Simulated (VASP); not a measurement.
# CdInS2 (P-3m1) in VASP: further runs

Runs on CdInS2. Level: PBE. Tasks: single point.

Program: VASP 6.6.1. These are calculated values, not measurements. Logs are shortened: lines on timing, memory, paths and dates and some standing lists are left out, and cuts for length are marked.

## Step 1: The cell of the first run

The structure is trigonal, space group P-3m1 (No. 164). The conventional cell has a = 4.170 Å, b = 4.170 Å, c = 5.870 Å, α = 90.00°, β = 90.00°, γ = 120.00°. Cd (site symmetry -3m) has 6 S at 2.83 Å and 2 In at 2.93 Å within 3.7 Å. Within 3.7 Å of In (site symmetry -3m) lie 6 S at 2.81 Å and 2 Cd at 2.93 Å. S (site symmetry 3m) has 3 In at 2.81 Å and 3 Cd at 2.83 Å and 6 S at 3.76 to 3.84 Å within 3.9 Å.

## Step 2: Single point, PBE

The input, INCAR:

```
ALGO = Normal
EDIFF = 1E-6
ENCUT = 520
GGA = PE
ISIF = 2
ISMEAR = 0
LASPH = T
LCHARG = F
LREAL = F
LWAVE = F
NBANDS = 26
NELM = 80
PREC = Accurate
SIGMA = 0.15
```

The input, KPOINTS:

```
k-points
0
Gamma
  12 12 6
```

The input, POSCAR:

```
CdInS2
1.0
    4.1697266610      0.0000000000      0.0000000000
   -2.0848633305      3.6110892153      0.0000000000
    0.0000000000      0.0000000000      5.8697242207
Cd In S
1 1 2
Direct
    0.0000000000      0.0000000000      0.0000000000
    0.0000000000      0.0000000000      0.5000000000
    0.6666666667      0.3333333333      0.7456400186
    0.3333333333      0.6666666667      0.2543599814
```

Potentials or basis: VASP PAW PBE potentials, release 64 (Cd, In_d, S).

Run with:

```sh
> cat potpaw_PBE.64/Cd/POTCAR potpaw_PBE.64/In_d/POTCAR potpaw_PBE.64/S/POTCAR > POTCAR
> mpirun -np 1 vasp_std > vasp.out
```

OUTCAR:

```text
EDIFF = 1E-6
   ENCUT = 520
   GGA = PE
   ISIF = 2
   ISMEAR = 0
   LASPH = T
   LREAL = F
   NELM = 80
   PREC = Accurate

 ion  position               nearest neighbor table
   1  0.000  0.000  0.000-   3 2.83   4 2.83   3 2.83   4 2.83   3 2.83   4 2.83   2 2.93   2 2.93

   2  0.000  0.000  0.500-   3 2.81   4 2.81   3 2.81   4 2.81   3 2.81   4 2.81   1 2.93   1 2.93

   3  0.667  0.333  0.746-   2 2.81   2 2.81   2 2.81   1 2.83   1 2.83   1 2.83
   4  0.333  0.667  0.254-   2 2.81   2 2.81   2 2.81   1 2.83   1 2.83   1 2.83

  LATTYP: Found a hexagonal cell.
 ALAT       =     4.1697266610
 C/A-ratio  =     1.4077000000

  Lattice vectors:

 A1 = (   4.1697266610,   0.0000000000,   0.0000000000)
 A2 = (  -2.0848633305,   3.6110892153,   0.0000000000)
 A3 = (   0.0000000000,   0.0000000000,   5.8697242207)

Analysis of symmetry for initial positions (statically):
=====================================================================
 Subroutine PRICEL returns:
 Original cell was already a primitive cell.

 Routine SETGRP: Setting up the symmetry group for a
 hexagonal supercell.

 Subroutine GETGRP returns: Found 12 space group operations
 (whereof 12 operations were pure point group operations)
 out of a pool of 24 trial point group operations.

The static configuration has the point symmetry D_3d.

Analysis of symmetry for dynamics (positions and initial velocities):
=====================================================================
 Subroutine PRICEL returns:
 Original cell was already a primitive cell.

 Routine SETGRP: Setting up the symmetry group for a
 hexagonal supercell.

 Subroutine GETGRP returns: Found 12 space group operations
 (whereof 12 operations were pure point group operations)
 out of a pool of 24 trial point group operations.

The dynamic configuration has the point symmetry D_3d.

 Subroutine INISYM returns: Found 12 space group operations
 (whereof 12 operations are pure point group operations),
 and found     1 'primitive' translations

----------------------------------------------------------------------------------------

                                     Primitive cell

  volume of cell :      88.3819

  direct lattice vectors                    reciprocal lattice vectors
     4.169726661  0.000000000  0.000000000     0.239823874  0.138462378  0.000000000
    -2.084863331  3.611089215  0.000000000     0.000000000  0.276924756  0.000000000
     0.000000000  0.000000000  5.869724221     0.000000000  0.000000000  0.170365755

  length of vectors
     4.169726661  4.169726661  5.869724221     0.276924756  0.276924756  0.170365755

  position of ions in fractional coordinates (direct lattice)
     0.000000000  0.000000000  0.000000000
     0.000000000  0.000000000  0.500000000
     0.666666667  0.333333333  0.745640019
     0.333333333  0.666666667  0.254359981

  ion indices of the primitive-cell ions
   primitive index   ion index
                 1           1
                 2           2
                 3           3
                 4           4

----------------------------------------------------------------------------------------

 KPOINTS: k-points

Automatic generation of k-mesh.
 Grid dimensions read from file:
 generate k-points for:   12   12    6

 Generating k-lattice:

  Cartesian coordinates                     Fractional coordinates (reciprocal lattice)
     0.019985323  0.011538532  0.000000000     0.083333333  0.000000000  0.000000000
     0.000000000  0.023077063  0.000000000     0.000000000  0.083333333  0.000000000
     0.000000000  0.000000000  0.028394293     0.000000000  0.000000000  0.166666667

  Length of vectors
     0.023077063  0.023077063  0.028394293

  Shift w.r.t. Gamma in fractional coordinates (k-lattice)
     0.000000000  0.000000000  0.000000000

 Subroutine IBZKPT returns following result:
 ===========================================

 Found    100 irreducible k-points:

 Following reciprocal coordinates:
            Coordinates               Weight
  0.000000  0.000000  0.000000      1.000000
  0.083333  0.000000  0.000000      6.000000
  0.166667  0.000000  0.000000      6.000000
  0.250000  0.000000  0.000000      6.000000
  0.333333  0.000000  0.000000      6.000000
  0.416667  0.000000  0.000000      6.000000
[... 16 lines left out ...]
  0.166667  0.000000  0.166667      6.000000
  0.000000  0.166667  0.166667      6.000000
 [... further k-points ...]
   k-points           NKPTS =    100   k-points in BZ     NKDIM =    100   number of bands    NBANDS=     26
   number of dos      NEDOS =    301   number of ions     NIONS =      4
   total plane-waves  NPLWV =  49152
   dimension x,y,z NGX =    32 NGY =   32 NGZ =   48
   dimension x,y,z NGXF=    64 NGYF=   64 NGZF=   96
   ions per type =               1   1   2
   NGX,Y,Z   is equivalent  to a cutoff of  12.76, 12.76, 13.59 a.u.
   NGXF,Y,Z  is equivalent  to a cutoff of  25.52, 25.52, 27.19 a.u.
 SYSTEM =  unknown system
   PREC   = accura    normal or accurate (medium, high low for compatibility)
   ISTART =      0    job   : 0-new  1-cont  2-samecut
   ICHARG =      2    charge: 1-file 2-atom 10-const
   ISPIN  =      1    spin polarized calculation?
   LNONCOLLINEAR =      F non collinear calculations
   LSORBIT =      F    spin-orbit coupling
   LASPH  =      T    aspherical Exc in radial PAW
   ENCUT  =  520.0 eV  38.22 Ry    6.18 a.u.   7.75  7.75 10.91*2*pi/ulx,y,z
   NELM   =     80;   NELMIN=  2; NELMDL= -5     # of ELM steps
   EDIFF  = 0.1E-05   stopping-criterion for ELM
   LREAL  =      F    real-space projection
   EDIFFG = 0.1E-04   stopping-criterion for IOM
   NSW    =      0    number of steps for IOM
   IBRION =     -1    ionic relax: 0-MD 1-quasi-New 2-CG
   NFREE  =      0    steps in history (QN), initial steepest desc. (CG)
   ISIF   =      2    stress and relaxation
   ISYM   =      2    0-nonsym 1-usesym 2-fastsym
   POTIM  = 0.5000    time-step for ionic-motion
   TEBEG  =    0.0;   TEEND  =   0.0 temperature during run
   PSTRESS=    0.0 pullay stress
   NELECT =      37.0000    total number of electrons
   NUPDOWN=      -1.0000    fix difference up-down
   EMIN   =  10.00;   EMAX   =-10.00  energy-range for DOS
   EFERMI =   0.00;   METHOD = LEGACY
   ISMEAR =     0;   SIGMA  =   0.15  broadening in eV -4-tet -1-fermi 0-gaus
   EFERMI_NEDOS =   21; number of points for ismear=-14 and -15
   IALGO  =     38    algorithm
   IMIX   =      4    mixing-type and parameters
     AMIX     =   0.40;   BMIX     =  1.00
     AMIX_MAG =   1.60;   BMIX_MAG =  1.00
  volume/ion in A,a.u.               =      22.10       149.11
  Fermi-wavevector in a.u.,A,eV,Ry     =   1.224675  2.314300 20.406415  1.499829
  Thomas-Fermi vector in A             =   2.359741
   LORBIT       =      0    0 simple, 1 ext, 2 COOP (PROOUT), +10 PAW based schemes
   GGA     = PE    functional components
   LHFCALC =     F    Hartree Fock is set to
   AEXX    =    0.0000 exact exchange contribution
   IVDW    =     0    specifies the selected vdW correction
   LEPSILON=     F    determine dielectric tensor
   LRPA    =     F    only Hartree local field effects (RPA)
 non-spin polarized calculation
 Gauss-broadening in eV      SIGMA  =   0.15
  energy-cutoff  :      520.00
  volume of cell :       88.38
 maximum number of plane-waves:      2403
 NGX is ok and might be reduce to    32
   NGX = 15   NGY = 15   NGZ = 21

 number of electron      36.9999999 magnetization

 Free energy of the ion-electron system (eV)
  ---------------------------------------------------
  ext. energy  EPLUGINS =         0.00000000
  ---------------------------------------------------
  free energy    TOTEN  =       -12.40538869 eV

  energy without entropy =      -12.38100508  energy(sigma->0) =      -12.39319688

 E-fermi :   5.4502     XC(G=0): -10.0249

 val. band max:        5.4409745504   @ k =   0.2500   0.0833   0.1667
 cond. band min:       5.4522507452   @ k =   0.3333   0.0833   0.5000
 fundamental gap:      0.0112761948
 Fermi energy:         5.4502393463

 k-point     1 :       0.0000    0.0000    0.0000
  band No.  band energies     occupation
      1      -9.6428      2.00000
      2      -9.5483      2.00000
      3      -9.5483      2.00000
      4      -9.4625      2.00000
      5      -9.4625      2.00000
      6      -8.7183      2.00000
[... 18 lines left out ...]
     25      11.6758      0.00000
     26      12.8809      0.00000

 k-point     2 :       0.0833    0.0000    0.0000
  band No.  band energies     occupation
      1      -9.6407      2.00000
      2      -9.5676      2.00000
      3      -9.5481      2.00000
      4      -9.4639      2.00000
      5      -9.4595      2.00000
      6      -8.6729      2.00000
[... 18 lines left out ...]
     25      11.7263      0.00000
     26      11.9201      0.00000

 k-point     3 :       0.1667    0.0000    0.0000
  band No.  band energies     occupation
      1      -9.6361      2.00000
      2      -9.6184      2.00000
      3      -9.5481      2.00000
      4      -9.4673      2.00000
      5      -9.4507      2.00000
      6      -8.5394      2.00000
[... 18 lines left out ...]
     25      11.1044      0.00000
     26      11.8319      0.00000

 k-point     4 :       0.2500    0.0000    0.0000
  band No.  band energies     occupation
      1      -9.6875      2.00000
      2      -9.6270      2.00000
      3      -9.5489      2.00000
      4      -9.4715      2.00000
      5      -9.4378      2.00000
      6      -8.3308      2.00000
[... 18 lines left out ...]
     25      10.8428      0.00000
     26      11.8752      0.00000

 k-point     5 :       0.3333    0.0000    0.0000
  band No.  band energies     occupation
      1      -9.7506      2.00000
      2      -9.6203      2.00000
      3      -9.5503      2.00000
      4      -9.4755      2.00000
      5      -9.4241      2.00000
      6      -8.0790      2.00000
[... 18 lines left out ...]
     25      11.6223      0.00000
     26      11.9131      0.00000

 k-point     6 :       0.4167    0.0000    0.0000
  band No.  band energies     occupation
      1      -9.7944      2.00000
      2      -9.6155      2.00000
      3      -9.5517      2.00000
      4      -9.4782      2.00000
      5      -9.4137      2.00000
      6      -7.8439      2.00000
[... 427 lines left out ...]
 k-point    21 :       0.0833    0.0000    0.1667
  band No.  band energies     occupation
      1      -9.6323      2.00000
      2      -9.5677      2.00000
      3      -9.5469      2.00000
      4      -9.4637      2.00000
      5      -9.4593      2.00000
      6      -8.6050      2.00000
[... 18 lines left out ...]
     25      11.3303      0.00000
     26      12.4238      0.00000

 k-point    22 :       0.0000    0.0833    0.1667
  band No.  band energies     occupation
      1      -9.6325      2.00000
      2      -9.5668      2.00000
      3      -9.5469      2.00000
      4      -9.4637      2.00000
      5      -9.4593      2.00000
      6      -8.6080      2.00000
[... 18 lines left out ...]
     25      11.2738      0.00000
     26      12.5185      0.00000

 k-point    23 :       0.1667    0.0000    0.1667
  band No.  band energies     occupation
      1      -9.6271      2.00000
      2      -9.6217      2.00000
      3      -9.5469      2.00000
      4      -9.4670      2.00000
      5      -9.4506      2.00000
      6      -8.4668      2.00000
[... 18 lines left out ...]
     25      11.3399      0.00000
     26      11.6107      0.00000

 k-point    24 :       0.0000    0.1667    0.1667
  band No.  band energies     occupation
      1      -9.6308      2.00000
      2      -9.6140      2.00000
      3      -9.5468      2.00000
      4      -9.4670      2.00000
      5      -9.4505      2.00000
      6      -8.4862      2.00000
[... 18 lines left out ...]
     25      11.4110      0.00000
     26      11.8160      0.00000

 [... further k-points ...]

------------------------ aborting loop because EDIFF is reached ----------------------------------------

  FORCE on cell =-STRESS in cart. coord.  units (eV):
  Direction    XX          YY          ZZ          XY          YZ          ZX
  --------------------------------------------------------------------------------------
  -------------------------------------------------------------------------------------
  Total       -0.9574690     -0.9574690      6.3540954      0.0000000      0.0000000      0.0000000
  in kB      -17.3568864    -17.3568864    115.1862961      0.0000000      0.0000000      0.0000000
  external PRESSURE =      26.8241744 kB  Pullay stress =       0.0000000 kB

 VOLUME and BASIS-vectors are now :
 -----------------------------------------------------------------------------
  energy-cutoff  :      520.00
  volume of cell :       88.38
      direct lattice vectors                 reciprocal lattice vectors
     4.169726661  0.000000000  0.000000000     0.239823874  0.138462378  0.000000000
    -2.084863331  3.611089215  0.000000000     0.000000000  0.276924756  0.000000000
     0.000000000  0.000000000  5.869724221     0.000000000  0.000000000  0.170365755

 POSITION                                       TOTAL-FORCE (eV/Angst)
 -----------------------------------------------------------------------------------
      0.00000      0.00000      0.00000         0.000000      0.000000      0.000000
      0.00000      0.00000      2.93486         0.000000      0.000000      0.000000
      2.08486      1.20370      4.37670        -0.000000     -0.000000      0.461753
     -0.00000      2.40739      1.49302         0.000000      0.000000     -0.461753
 -----------------------------------------------------------------------------------
    total drift:                                0.000000     -0.000000      0.000000

  FREE ENERGIE OF THE ION-ELECTRON SYSTEM (eV)
  ---------------------------------------------------
  free  energy   TOTEN  =       -12.4053886909 eV

  energy  without entropy=      -12.3810050774  energy(sigma->0) =      -12.39319688
```

Run time: 76 s. Hardware: 1 thread of Intel Xeon 6975P-C (Granite Rapids), shared host; peak memory 0.37 GiB.

What came out:

| Property | Result |
| --- | --- |
| Free energy | -12.4054 eV |
| Pressure | 2.7 GPa |
| Largest force | 0.462 eV/Å |
| Band gap on the k mesh | zero (an odd number of electrons rules out a gap without spin polarisation) |

Forces on the atoms (eV/Å):
```
Cd   0.000  0.000  0.000
In   0.000  0.000  0.000
S    0.000  0.000  0.462
S    0.000  0.000 -0.462
```

Levels at points of the mesh, in eV from the Fermi level:
```
           k point  band 16  band 17  band 18  band 19  band 20  band 21  band 22  band 23
(0.00, 0.00, 0.00)    -2.58    -2.33    -2.33    -1.72     0.19     3.52     3.52     4.43
(0.50, 0.00, 0.00)    -4.22    -3.09    -1.97     0.16     1.20     1.36     3.65     5.31
(0.00, 0.00, 0.50)    -2.62    -2.46    -2.46    -0.38     0.22     3.55     3.55     4.41
(0.50, 0.00, 0.50)    -3.17    -2.92    -2.83    -0.25     0.51     4.36     4.43     5.37
```

Caveat: the stress differs along the axes, from -2 to 12 GPa; spin-orbit coupling is left out, which moves the levels of the heavy elements; an odd number of electrons without spin polarisation forces a metal; a magnetic or distorted state may lie lower.

(Continued in part 2 of 3.)

The gap in the log of VASP goes by the Fermi energy; the results here count the filled bands.